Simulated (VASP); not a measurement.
BaSnAu:

```
CELL_PARAMETERS angstrom
3.39795 0.00000 0.00000
0.00000 3.39795 0.00000
0.00000 0.00000 9.11552
ATOMIC_POSITIONS crystal
Ba 0.00000 0.00000 0.00000
Sn 0.50000 0.50000 0.50000
Au 0.00000 0.00000 0.50000
```

| Item | Value |
| --- | --- |
| Program | VASP 6.6.1 |
| Task | relaxation of cell and atoms |
| Functional | PBE |
| Potentials or basis | VASP PAW PBE potentials, release 64 (Ba_sv, Sn_d, Au) |
| Cutoff | 600 eV |
| k mesh | 6 × 6 × 2 |
| Occupations | gaussian, width 0.1 eV |
| Spin | no spin polarisation |

At the start: pressure 21.9 GPa; volume 35.08 Å³/atom.

Question: How do energy, volume and symmetry change on relaxing?

Answer: Over 15 steps the energy falls by 1416.3 meV/atom and the volume is 35.20 Å³/atom (+0.3 %); space group P4/mmm (No. 123, to 0.05 Å).

The path:
```csv
step,energy change (eV),largest force (eV/Å),pressure (GPa),volume (Å³)
1,0.0000,0.0000,21.93,105.25
2,-1.9178,0.0000,-4.69,188.42
3,-2.9859,0.0000,-1.88,142.61
4,-2.9865,0.0000,-1.75,141.82
5,-3.2435,0.0000,-2.04,133.87
6,-3.9129,0.0000,-1.77,116.27
7,-0.9145,0.0000,27.29,80.49
8,-4.0568,0.0000,-1.25,112.17
9,-4.0920,0.0000,4.14,96.40
10,-4.2145,0.0000,0.11,105.61
11,-4.2346,0.0000,1.21,102.22
12,-4.2350,0.0000,0.91,103.03
13,-4.2404,0.0000,-0.33,106.44
14,-4.2485,0.0000,0.15,104.95
15,-4.2488,0.0000,-0.08,105.61
```

Final structure:
```xyz
3
Lattice="4.0723 0.0000 0.0000 0.0000 4.0723 0.0000 0.0000 0.0000 6.3681" Properties=species:S:1:pos:R:3 pbc="T T T"
Ba    0.0000    4.0723    0.0000
Sn    2.0362    2.0362    3.1841
Au    0.0000    0.0000    3.1841
```
